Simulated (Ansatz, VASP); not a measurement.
# Ta4N3: VASP beside Ansatz

```
Ta N
1.0
    -4.35714    0.00000    0.00000
     0.00000   -4.35714    0.00000
     0.00000    0.00000    8.79535
Ta N
8 6
Direct
  0.50000 0.00000 0.60199
  0.00000 0.50000 0.11620
  0.00000 0.00000 0.85533
  0.50000 0.50000 0.36954
  0.50000 0.00000 0.11620
  0.00000 0.50000 0.60199
  0.50000 0.50000 0.83443
  0.00000 0.00000 0.34865
  0.50000 0.00000 0.35909
  0.00000 0.50000 0.84488
  0.00000 0.00000 0.60199
  0.50000 0.50000 0.11620
  0.00000 0.50000 0.35909
  0.50000 0.00000 0.84488
```

Alike in both runs: task single point; functional PBEsol; k mesh 9 × 9 × 5; occupations gaussian, width 0.15 eV; no spin polarisation.

```csv
,VASP,Ansatz
version,VASP 6.6.1,Ansatz 0.2.0
potentials or method,"VASP PAW PBE potentials, release 64 (Ta_pv, N), cutoff 520 eV","scalar-relativistic, plane waves, PAW"
valence electrons in the cell,118,134
```

Ansatz gave:

* gap on the k mesh at the Fermi level (eV): none
* pressure (GPa): -6.6
* traceless stress, the component that is largest in VASP (GPa): -5.63
* rms of the force components (eV/Å): 0.450

Problem. Estimate VASP's values.

Solution. gap on the k mesh at the Fermi level (eV): none; pressure (GPa): -6.0; traceless stress, the component that is largest in VASP (GPa): -5.66; rms of the force components (eV/Å): 0.456.

VASP's potentials were made for PBE, not for PBEsol. Atom by atom the forces differ by 0.010 eV/Å (rms over components). A gap of «none» marks a metal or a gap that the smearing closes. VASP's potentials hold 118 valence electrons a cell and Ansatz's 134, so a difference there can come from the potentials and not from the codes.

Spin-orbit coupling is off throughout.
